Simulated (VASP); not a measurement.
# MoS2 in VASP: further runs, part 2 of 2

VASP 6.6.1. The steps go on from the part before.

## Step 3: Single point, PBE+D3(BJ)

The input, INCAR:

```
SYSTEM = MoS2
PREC = Accurate
ENCUT = 520
EDIFF = 1E-7
ISMEAR = 0
SIGMA = 0.1
LREAL = .False.
LASPH = .True.
NELM = 100
ALGO = Normal
ISIF = 2
LWAVE = .False.
LCHARG = .False.
LDIPOL = .True.
IDIPOL = 3
DIPOL = 0.5 0.5 0.500
GGA = PE
IVDW = 12
NBANDS = 20
```

The input, KPOINTS:

```
regular mesh
0
Gamma
  15 15 1
  0 0 0
```

The input, POSCAR:

```
MoS2
1.0
    3.1342314853      0.0000000000      0.0000000000
   -1.5671157427      2.7143240876      0.0000000000
    0.0000000000      0.0000000000     32.4102200456
S Mo
2 1
Direct
    0.0000000000      0.0000000000      0.4505540225
    0.3333333333      0.6666666667      0.5494459775
    0.6666666667      0.3333333333      0.5000000000
```

Potentials or basis: VASP PAW PBE potentials, release 64 (S, Mo_sv).

On the command line:

```sh
cat potpaw_PBE.64/S/POTCAR potpaw_PBE.64/Mo_sv/POTCAR > POTCAR
mpirun -np 1 vasp_std > vasp.out
```

OUTCAR:

```text
SYSTEM = MoS2
   PREC = Accurate
   ENCUT = 520
   EDIFF = 1E-7
   ISMEAR = 0
   LREAL = .False.
   LASPH = .True.
   NELM = 100
   ISIF = 2
   GGA = PE
   IVDW = 12
 IVDW          = 12

 ion  position               nearest neighbor table
   1  0.000  0.000  0.451-   3 2.42   3 2.42   3 2.42
   2  0.333  0.667  0.549-   3 2.42   3 2.42   3 2.42
   3  0.667  0.333  0.500-   2 2.42   2 2.42   1 2.42   1 2.42   1 2.42   2 2.42

  LATTYP: Found a hexagonal cell.
 ALAT       =     3.1342314853
 C/A-ratio  =    10.3407231398

  Lattice vectors:

 A1 = (   3.1342314853,   0.0000000000,   0.0000000000)
 A2 = (  -1.5671157427,   2.7143240876,   0.0000000000)
 A3 = (   0.0000000000,   0.0000000000,  32.4102200456)

Analysis of symmetry for initial positions (statically):
=====================================================================
 Subroutine PRICEL returns:
 Original cell was already a primitive cell.

 Routine SETGRP: Setting up the symmetry group for a
 hexagonal supercell.

 Subroutine GETGRP returns: Found 12 space group operations
 (whereof  6 operations were pure point group operations)
 out of a pool of 24 trial point group operations.

The static configuration has the point symmetry C_3v.
 The point group associated with its full space group is D_3d.

Analysis of symmetry for dynamics (positions and initial velocities):
=====================================================================
 Subroutine PRICEL returns:
 Original cell was already a primitive cell.

 Routine SETGRP: Setting up the symmetry group for a
 hexagonal supercell.

 Subroutine GETGRP returns: Found 12 space group operations
 (whereof  6 operations were pure point group operations)
 out of a pool of 24 trial point group operations.

The dynamic configuration has the point symmetry C_3v.
 The point group associated with its full space group is D_3d.

 Subroutine INISYM returns: Found 12 space group operations
 (whereof  6 operations are pure point group operations),
 and found     1 'primitive' translations

----------------------------------------------------------------------------------------

                                     Primitive cell

  volume of cell :     275.7241

  direct lattice vectors                    reciprocal lattice vectors
     3.134231485  0.000000000  0.000000000     0.319057480  0.184207922  0.000000000
    -1.567115743  2.714324088  0.000000000     0.000000000  0.368415844  0.000000000
     0.000000000  0.000000000 32.410220046     0.000000000  0.000000000  0.030854465

  length of vectors
     3.134231485  3.134231485 32.410220046     0.368415844  0.368415844  0.030854465

  position of ions in fractional coordinates (direct lattice)
     0.000000000  0.000000000  0.450554023
     0.333333333  0.666666667  0.549445977
     0.666666667  0.333333333  0.500000000

  ion indices of the primitive-cell ions
   primitive index   ion index
                 1           1
                 2           2
                 3           3

----------------------------------------------------------------------------------------

 KPOINTS: regular mesh

Automatic generation of k-mesh.
[... 25 lines left out ...]
  0.133333  0.000000  0.000000      6.000000
  0.200000  0.000000  0.000000      6.000000
  0.266667  0.000000  0.000000      6.000000
  0.333333  0.000000  0.000000      6.000000
[... 16 lines left out ...]
  0.333333  0.200000  0.000000     12.000000
  0.400000  0.200000  0.000000      6.000000
 [... further k-points ...]
   k-points           NKPTS =     27   k-points in BZ     NKDIM =     27   number of bands    NBANDS=     20
   number of dos      NEDOS =    301   number of ions     NIONS =      3
   total plane-waves  NPLWV = 144000
   dimension x,y,z NGX =    24 NGY =   24 NGZ =  250
   dimension x,y,z NGXF=    48 NGYF=   48 NGZF=  500
   ions per type =               2   1
   NGX,Y,Z   is equivalent  to a cutoff of  12.73, 12.73, 12.82 a.u.
   NGXF,Y,Z  is equivalent  to a cutoff of  25.46, 25.46, 25.65 a.u.
 SYSTEM =  MoS2
   PREC   = accura    normal or accurate (medium, high low for compatibility)
   ISTART =      0    job   : 0-new  1-cont  2-samecut
   ICHARG =      2    charge: 1-file 2-atom 10-const
   ISPIN  =      1    spin polarized calculation?
   LNONCOLLINEAR =      F non collinear calculations
   LSORBIT =      F    spin-orbit coupling
   LASPH  =      T    aspherical Exc in radial PAW
   ENCUT  =  520.0 eV  38.22 Ry    6.18 a.u.   5.83  5.83 60.26*2*pi/ulx,y,z
   NELM   =    100;   NELMIN=  2; NELMDL= -5     # of ELM steps
   EDIFF  = 0.1E-06   stopping-criterion for ELM
   LREAL  =      F    real-space projection
   EDIFFG = 0.1E-05   stopping-criterion for IOM
   NSW    =      0    number of steps for IOM
   IBRION =     -1    ionic relax: 0-MD 1-quasi-New 2-CG
   NFREE  =      0    steps in history (QN), initial steepest desc. (CG)
   ISIF   =      2    stress and relaxation
   ISYM   =      2    0-nonsym 1-usesym 2-fastsym
   POTIM  = 0.5000    time-step for ionic-motion
   TEBEG  =    0.0;   TEEND  =   0.0 temperature during run
   PSTRESS=    0.0 pullay stress
   NELECT =      26.0000    total number of electrons
   NUPDOWN=      -1.0000    fix difference up-down
   EMIN   =  10.00;   EMAX   =-10.00  energy-range for DOS
   EFERMI =   0.00;   METHOD = LEGACY
   ISMEAR =     0;   SIGMA  =   0.10  broadening in eV -4-tet -1-fermi 0-gaus
   EFERMI_NEDOS =   21; number of points for ismear=-14 and -15
   IALGO  =     38    algorithm
   IMIX   =      4    mixing-type and parameters
     AMIX     =   0.40;   BMIX     =  1.00
     AMIX_MAG =   1.60;   BMIX_MAG =  1.00
  volume/ion in A,a.u.               =      91.91       620.23
  Fermi-wavevector in a.u.,A,eV,Ry     =   0.745145  1.408121  7.554522  0.555242
  Thomas-Fermi vector in A             =   1.840664
   LORBIT       =      0    0 simple, 1 ext, 2 COOP (PROOUT), +10 PAW based schemes
   GGA     = PE    functional components
   LHFCALC =     F    Hartree Fock is set to
   AEXX    =    0.0000 exact exchange contribution
   IVDW    =    12    specifies the selected vdW correction
   LEPSILON=     F    determine dielectric tensor
   LRPA    =     F    only Hartree local field effects (RPA)
 non-spin polarized calculation
 Gauss-broadening in eV      SIGMA  =   0.10
  energy-cutoff  :      520.00
  volume of cell :      275.72
 maximum number of plane-waves:      7478
 NGX is ok and might be reduce to    24
   NGX = 11   NGY = 11   NGZ =121

 number of electron      25.9999999 magnetization

 dipolmoment           0.000000      0.000000     -0.000000 electrons x Angstroem

 Free energy of the ion-electron system (eV)
  ---------------------------------------------------
  ext. energy  EPLUGINS =         0.00000000
  ---------------------------------------------------
  free energy    TOTEN  =       -20.99693427 eV

  energy without entropy =      -20.98726806  energy(sigma->0) =      -20.99210117

 E-fermi :  -2.5474     XC(G=0):  -2.4308

 val. band max:       -2.5712313550   @ k =   0.3333   0.2667   0.0000
 cond. band min:      -2.5169313209   @ k =   0.0667   0.0000   0.0000
 fundamental gap:      0.0543000341
 Fermi energy:        -2.5473733561

 k-point     1 :       0.0000    0.0000    0.0000
  band No.  band energies     occupation
      1     -64.3584      2.00000
      2     -38.4405      2.00000
      3     -38.3027      2.00000
      4     -38.3027      2.00000
      5     -17.5610      2.00000
      6     -16.4317      2.00000
[... 541 lines left out ...]
     19       4.2729      0.00000
     20       6.0365      0.00000

 [... further k-points ...]

------------------------ aborting loop because EDIFF is reached ----------------------------------------

 vacuum level on the upper side and lower side of the slab       (xc-potential included)        -0.008        -0.008

 Edisp (eV)   -0.96474

 E8    (eV) :    -0.4180

  FORCE on cell =-STRESS in cart. coord.  units (eV):
  Direction    XX          YY          ZZ          XY          YZ          ZX
  --------------------------------------------------------------------------------------
  -------------------------------------------------------------------------------------
  Total       0.15904     0.15904     0.28448    -0.00000     0.00000     0.00000
  in kB       0.92418     0.92418     1.65307    -0.00000     0.00000     0.00000
  external pressure =        1.17 kB  Pullay stress =        0.00 kB

 VOLUME and BASIS-vectors are now :
 -----------------------------------------------------------------------------
  energy-cutoff  :      520.00
  volume of cell :      275.72
      direct lattice vectors                 reciprocal lattice vectors
     3.134231485  0.000000000  0.000000000     0.319057480  0.184207922  0.000000000
    -1.567115743  2.714324088  0.000000000     0.000000000  0.368415844  0.000000000
     0.000000000  0.000000000 32.410220046     0.000000000  0.000000000  0.030854465

 POSITION                                       TOTAL-FORCE (eV/Angst)
 -----------------------------------------------------------------------------------
      0.00000      0.00000     14.60256        -0.000000     -0.000000     -0.096291
     -0.00000      1.80955     17.80767        -0.000000      0.000000      0.096291
      1.56712      0.90477     16.20511         0.000000      0.000000      0.000000
 -----------------------------------------------------------------------------------
    total drift:                               -0.000000      0.000000      0.000000

  FREE ENERGIE OF THE ION-ELECTRON SYSTEM (eV)
  ---------------------------------------------------
  free  energy   TOTEN  =       -21.9616705407 eV

  energy  without entropy=      -21.9520043301  energy(sigma->0) =      -21.95683744

 vacuum level on the upper side and lower side of the slab         2.475         2.475
```

OSZICAR:

```text
N       E                     dE             d eps       ncg     rms          rms(c)
DAV:   1     0.148378145750E+03    0.14838E+03   -0.12666E+04  1512   0.963E+02
DAV:   2    -0.955296003272E+01   -0.15793E+03   -0.15409E+03  1560   0.205E+02
DAV:   3    -0.224044919170E+02   -0.12852E+02   -0.12773E+02  1492   0.536E+01
[... 16 lines left out ...]
DAV:  20    -0.209969305532E+02   -0.83956E-05   -0.29928E-07  1108   0.218E-03    0.556E-04
DAV:  21    -0.209969325990E+02   -0.20459E-05   -0.41387E-08  1024   0.664E-04    0.253E-04
DAV:  22    -0.209969335576E+02   -0.95853E-06   -0.13080E-08   888   0.379E-04    0.894E-05
DAV:  23    -0.209969341799E+02   -0.62234E-06   -0.14354E-08   920   0.300E-04    0.557E-05
DAV:  24    -0.209969342703E+02   -0.90389E-07   -0.42720E-10   928   0.115E-04
   1 F= -.21961671E+02 E0= -.21956837E+02  d E =-.966621E-02
```

stdout:

```text
POSCAR found type information on POSCAR S Mo
 POSCAR found :  2 types and       3 ions
 scaLAPACK will be used
 LDA part: xc-table for (Slater+PW92), standard interpolation
 POSCAR, INCAR and KPOINTS ok, starting setup
 FFT: planning ... GRIDC
 FFT: planning ... GRID_SOFT
 FFT: planning ... GRID
 WAVECAR not read
 entering main loop
```

Wall time 2.4 min (1 thread of Intel Xeon 6975P-C (Granite Rapids), shared host); peak memory 0.44 GiB.

Results:

- Free energy: -21.9617 eV
- Largest force: 0.096 eV/Å
- Band gap on the k mesh: zero (band 13 reaches -2.14 eV, above the bottom of band 14 at -2.64 eV)
- Dispersion energy per atom: -0.322 eV

Forces in eV/Å, atoms in the order of the input:
```
S    0.000  0.000 -0.096
S    0.000  0.000  0.096
Mo   0.000  0.000  0.000
```

## Step 4: Single point, PBE+D3(BJ)

This run uses another cell than the first one, of 67.90 Å³/atom, 0.739 times its volume.

The input, INCAR:

```
SYSTEM = MoS2
ALGO = Normal ; DIPOL = 0.5 0.5 0.255
EDIFF = 1E-6 ; ENCUT = 400
GGA = PE ; GGA_COMPAT = .FALSE.
IDIPOL = 3 ; ISIF = 2
ISMEAR = 0 ; IVDW = 12
LASPH = .TRUE. ; LCHARG = .FALSE.
LDIPOL = .TRUE. ; LREAL = .FALSE.
LWAVE = .FALSE. ; NBANDS = 20
NELM = 120 ; NELMDL = -8
PREC = Accurate ; SIGMA = 0.1
```

The input, KPOINTS:

```
k-points
0
G
  12 12 1
  0 0 0
```

The input, POSCAR:

```
MoS2
1.0
    3.1346592680      0.0000000000      0.0000000000
   -1.5673296340      2.7146945583      0.0000000000
    0.0000000000      0.0000000000     23.9375765799
S Mo
2 1
Direct
    0.0000000000      0.0000000000      0.1879889547
    0.3333333333      0.6666666667      0.3224548761
    0.6666666667      0.3333333333      0.2552219154
```

Potentials or basis: VASP PAW PBE potentials, release 64 (S, Mo_sv).

On the command line:

```sh
cat potpaw_PBE.64/S/POTCAR potpaw_PBE.64/Mo_sv/POTCAR > POTCAR
mpirun -np 1 vasp_std > vasp.out
```

OUTCAR:

```text
SYSTEM = MoS2
   EDIFF = 1E-6
   ENCUT = 400
   GGA = PE
   ISIF = 2
   ISMEAR = 0
   IVDW = 12
   LASPH = .TRUE.
   LREAL = .FALSE.
   NELM = 120
   NELMDL = -8
   PREC = Accurate
 IVDW          = 12

 ion  position               nearest neighbor table
   1  0.000  0.000  0.188-   3 2.42   3 2.42   3 2.42
   2  0.333  0.667  0.322-   3 2.42   3 2.42   3 2.42
   3  0.667  0.333  0.255-   2 2.42   1 2.42   2 2.42   1 2.42   1 2.42   2 2.42

  LATTYP: Found a hexagonal cell.
 ALAT       =     3.1346592680
 C/A-ratio  =     7.6364205910

  Lattice vectors:

 A1 = (   3.1346592680,   0.0000000000,   0.0000000000)
 A2 = (  -1.5673296340,   2.7146945583,   0.0000000000)
 A3 = (   0.0000000000,   0.0000000000,  23.9375765799)

Analysis of symmetry for initial positions (statically):
=====================================================================
 Subroutine PRICEL returns:
 Original cell was already a primitive cell.

 Routine SETGRP: Setting up the symmetry group for a
 hexagonal supercell.

 Subroutine GETGRP returns: Found 12 space group operations
 (whereof  6 operations were pure point group operations)
 out of a pool of 24 trial point group operations.

The static configuration has the point symmetry C_3v.
 The point group associated with its full space group is D_3d.

Analysis of symmetry for dynamics (positions and initial velocities):
=====================================================================
 Subroutine PRICEL returns:
 Original cell was already a primitive cell.

 Routine SETGRP: Setting up the symmetry group for a
 hexagonal supercell.

 Subroutine GETGRP returns: Found 12 space group operations
 (whereof  6 operations were pure point group operations)
 out of a pool of 24 trial point group operations.

The dynamic configuration has the point symmetry C_3v.
 The point group associated with its full space group is D_3d.

[... 116 lines left out ...]
  Fermi-wavevector in a.u.,A,eV,Ry     =   0.824269  1.557642  9.244054  0.679419
  Thomas-Fermi vector in A             =   1.935924
   LORBIT       =      0    0 simple, 1 ext, 2 COOP (PROOUT), +10 PAW based schemes
   GGA     = PE    functional components
   LHFCALC =     F    Hartree Fock is set to
   AEXX    =    0.0000 exact exchange contribution
   IVDW    =    12    specifies the selected vdW correction
   LEPSILON=     F    determine dielectric tensor
   LRPA    =     F    only Hartree local field effects (RPA)
 non-spin polarized calculation
 Gauss-broadening in eV      SIGMA  =   0.10
  energy-cutoff  :      400.00
  volume of cell :      203.70
 maximum number of plane-waves:      3727
   NGX = 11   NGY = 11   NGZ = 79

 dipolmoment           0.000000      0.000000     -0.000106 electrons x Angstroem

 number of electron      25.9999999 magnetization

 dipolmoment           0.000000      0.000000      0.000002 electrons x Angstroem

 Free energy of the ion-electron system (eV)
  ---------------------------------------------------
  ext. energy  EPLUGINS =         0.00000000
  ---------------------------------------------------
  free energy    TOTEN  =       -20.99277909 eV

  energy without entropy =      -20.98290379  energy(sigma->0) =      -20.98784144

 E-fermi :  -1.7049     XC(G=0):  -3.2847

 val. band max:       -1.7433967037   @ k =   0.0000   0.0000   0.0000
 cond. band min:      -1.6989981731   @ k =   0.2500   0.2500   0.0000
 fundamental gap:      0.0443985306
 Fermi energy:        -1.7048686983

 k-point     1 :       0.0000    0.0000    0.0000
  band No.  band energies     occupation
      1     -63.4670      2.00000
      2     -37.5490      2.00000
      3     -37.4125      2.00000
      4     -37.4125      2.00000
      5     -16.6612      2.00000
      6     -15.5506      2.00000
[... 426 lines left out ...]
     19       6.6867      0.00000
     20       6.6867      0.00000

------------------------ aborting loop because EDIFF is reached ----------------------------------------

 vacuum level on the upper side and lower side of the slab       (xc-potential included)        -0.012        -0.011

 Edisp (eV)   -0.96343

 E8    (eV) :    -0.4173

  FORCE on cell =-STRESS in cart. coord.  units (eV):
  Direction    XX          YY          ZZ          XY          YZ          ZX
  --------------------------------------------------------------------------------------
  -------------------------------------------------------------------------------------
  Total      -0.12027    -0.12027    -0.15990     0.00000     0.00000     0.00000
  in kB      -0.94595    -0.94595    -1.25766     0.00000     0.00000     0.00000
  external pressure =       -1.05 kB  Pullay stress =        0.00 kB

 VOLUME and BASIS-vectors are now :
 -----------------------------------------------------------------------------
  energy-cutoff  :      400.00
  volume of cell :      203.70
      direct lattice vectors                 reciprocal lattice vectors
     3.134659268  0.000000000  0.000000000     0.319013939  0.184182783  0.000000000
    -1.567329634  2.714694558  0.000000000     0.000000000  0.368365567  0.000000000
     0.000000000  0.000000000 23.937576580     0.000000000  0.000000000  0.041775323

 POSITION                                       TOTAL-FORCE (eV/Angst)
 -----------------------------------------------------------------------------------
      0.00000      0.00000      4.50000         0.000000      0.000000      0.011196
     -0.00000      1.80980      7.71879         0.000000      0.000000     -0.011196
      1.56733      0.90490      6.10939        -0.000000      0.000000      0.000000
 -----------------------------------------------------------------------------------
    total drift:                               -0.000001      0.000000      0.000178

  FREE ENERGIE OF THE ION-ELECTRON SYSTEM (eV)
  ---------------------------------------------------
  free  energy   TOTEN  =       -21.9562076646 eV

  energy  without entropy=      -21.9463323729  energy(sigma->0) =      -21.95127002

 vacuum level on the upper side and lower side of the slab         3.336         3.336
```

It took 2.1 min on 1 thread of Intel Xeon 8259CL, shared host; peak memory 0.26 GiB.

What came out:

```yaml
Free_energy: -21.9562 eV
Largest_force: 0.011 eV/Å
Band_gap_on_the_k_mesh: zero (band 13 reaches -1.27 eV, above the bottom of band 14 at -1.74 eV)
Dispersion_energy_per_atom: -0.321 eV
```

Forces on the atoms (eV/Å):
```
S    0.000  0.000  0.011
S    0.000  0.000 -0.011
Mo   0.000  0.000  0.000
```

## Step 5: Overview

```csv
cell,k mesh,cutoff (eV),gap on the mesh (eV),largest force (eV/Å)
"a = 3.135, b = 3.135, c = 32.410 Å, angles 90.0, 90.0, 120.0°, 3 atoms",15 × 15 × 1,520,none,0.01
"a = 3.134, b = 3.134, c = 32.410 Å, angles 90.0, 90.0, 120.0°, 3 atoms",15 × 15 × 1,520,none,0.10
"a = 3.135, b = 3.135, c = 23.938 Å, angles 90.0, 90.0, 120.0°, 3 atoms",12 × 12 × 1,400,none,0.01
```

Some of these runs hold the atoms at other places in the same cell, which the table doesn't show; runs alike in all that it shows share one row.

Alike in all rows: task single point; level PBE+D3(BJ); potentials or basis VASP PAW PBE potentials, release 64 (S, Mo_sv); no spin polarisation; smearing gaussian 0.1 eV.

Absolute energies hang on the potentials; compare differences alone.
